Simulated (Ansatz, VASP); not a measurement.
**NbPdSe4: VASP beside Ansatz**

The input INCAR:

```
SYSTEM = NbPdSe4
ALGO = Normal
EDIFF = 1E-6
EDIFFG = -0.04
ENCUT = 600
GGA = PE
IBRION = 2
ISIF = 3
ISMEAR = 0
LASPH = .TRUE.
LCHARG = .FALSE.
LREAL = .FALSE.
LWAVE = .FALSE.
NELM = 80
NSW = 90
PREC = Accurate
SIGMA = 0.1
```

File KPOINTS:

```
k-points
0
G
  6 6 2
  0 0 0
```

POSCAR

```
NbPdSe4
1.0
    4.0194972400      0.0000000000      0.0000000000
   -2.0097486200      3.4809867200      0.0000000000
    0.0000000000      0.0000000000      8.4922746200
Nb Pd Se
1 1 4
Direct
    0.0000000000      0.0000000000      0.5000000000
    0.0000000000      0.0000000000      0.0000000000
    0.3333333300      0.6666666700      0.7438020100
    0.3333333300      0.6666666700      0.2561979900
    0.6666666700      0.3333333300      0.7438020100
    0.6666666700      0.3333333300      0.2561979900
```

Input for Ansatz:

```yaml
crystal:
  lattice:
    - [4.01949724, 0.0, 0.0]
    - [-2.00974862, 3.48098672, 0.0]
    - [0.0, 0.0, 8.49227462]
  atoms:
    - { symbol: Nb, position: [0.0, 0.0, 0.5] }
    - { symbol: Pd, position: [0.0, 0.0, 0.0] }
    - { symbol: Se, position: [0.33333333, 0.66666667, 0.74380201] }
    - { symbol: Se, position: [0.33333333, 0.66666667, 0.25619799] }
    - { symbol: Se, position: [0.66666667, 0.33333333, 0.74380201] }
    - { symbol: Se, position: [0.66666667, 0.33333333, 0.25619799] }
basis:
  ecutwfc: 420
kpoints:
  mp_grid: { grid: [6, 6, 2] }
hamiltonian:
  xc: pbe
scf:
  occupations: { method: gaussian, width: 0.1 }
  lower_state_search: "off"
output:
  forces: true
  stress: true
  eigenvalues: true
relax:
  adjacent_minimum: "off"
  f_tol: 0.04
  max_steps: 70
  cell: { stress_tol: 0.4 }
```

Change from the starting cell: species swapped into the TiB4Mo type (P6/mmm, No. 191).

Alike in both runs: task relaxation of cell and atoms; functional PBE; k mesh 6 × 6 × 2; occupations gaussian, width 0.1 eV; no spin polarisation.

```csv
,VASP,Ansatz
version,VASP 6.6.1,Ansatz 0.2.0
potentials or method,"VASP PAW PBE potentials, release 64 (Nb_sv, Pd, Se), cutoff 600 eV","scalar-relativistic, plane waves, PAW"
valence electrons in the cell,47,95
```

```tsv
	VASP	Ansatz	Ansatz less VASP
gap on the k mesh at the Fermi level, each at its own relaxed structure (eV)	none	none	-
relaxed volume (Å³/atom)	19.01	18.96	-0.046
relaxed cell length with the largest relative difference (Å)	4.820	4.812	-0.0075
```

A gap of «none» marks a metal or a gap that the smearing closes. VASP's potentials hold 47 valence electrons a cell and Ansatz's 95, so a difference there can come from the potentials and not from the codes.

The k mesh is coarse, so the values compare programs but aren't converged.
